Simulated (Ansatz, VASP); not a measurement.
Two plane-wave programs on Ca

The input INCAR:

```
SYSTEM = Ca
PREC = Accurate ; ENCUT = 520
EDIFF = 1E-6 ; ISMEAR = 0
SIGMA = 0.15 ; LREAL = .FALSE.
LASPH = .TRUE. ; NELM = 60
ALGO = Fast ; ISIF = 2
LWAVE = .FALSE. ; LCHARG = .FALSE.
GGA = PS ; NBANDS = 17
```

Contents of KPOINTS:

```
Automatic mesh
0
G
  12 12 8
  0 0 0
```

File POSCAR:

```
Ca
1.0
    4.1391995014      0.0000000000      0.0000000000
   -2.0695997507      3.5846519196      0.0000000000
    0.0000000000      0.0000000000      6.5200000000
Ca
2
Direct
    0.3333333333      0.6666666667      0.2500000000
    0.6666666667      0.3333333333      0.7500000000
```

Input for Ansatz:

```yaml
crystal:
  lattice:
    - [4.1391995014, 0.0, 0.0]
    - [-2.0695997507, 3.5846519196, 0.0]
    - [0.0, 0.0, 6.52]
  atoms:
    - { symbol: Ca, position: [0.3333333333, 0.6666666667, 0.25] }
    - { symbol: Ca, position: [0.6666666667, 0.3333333333, 0.75] }
basis:
  ecutwfc: 420
kpoints:
  mp_grid: { grid: [12, 12, 8] }
hamiltonian:
  xc: pbesol
scf:
  occupations: { method: gaussian, width: 0.15 }
output:
  forces: true
  stress: true
  eigenvalues: true
```

Change from the starting cell: strain +0.040 along x and y, +0.000 along z, atoms carried along.

Alike in both runs: task single point; functional PBEsol; k mesh 12 × 12 × 8; occupations gaussian, width 0.15 eV; no spin polarisation.

|  | VASP | Ansatz |
| --- | --- | --- |
| version | VASP 6.6.1 | Ansatz 0.2.0 |
| potentials or method | VASP PAW PBE potentials, release 64 (Ca_sv), cutoff 520 eV | scalar-relativistic, plane waves, PAW |
| valence electrons in the cell | 20 | 20 |

Ansatz gave:

| Quantity | Value |
| --- | --- |
| gap on the k mesh at the Fermi level (eV) | none |
| pressure (GPa) | -2.3 |
| traceless stress, the component that is largest in VASP (GPa) | 0.52 |

Estimate VASP's values.

gap on the k mesh at the Fermi level (eV): none; pressure (GPa): -2.3; traceless stress, the component that is largest in VASP (GPa): 0.53.

VASP's potentials were made for PBE, not for PBEsol. A gap of «none» marks a metal or a gap that the smearing closes.
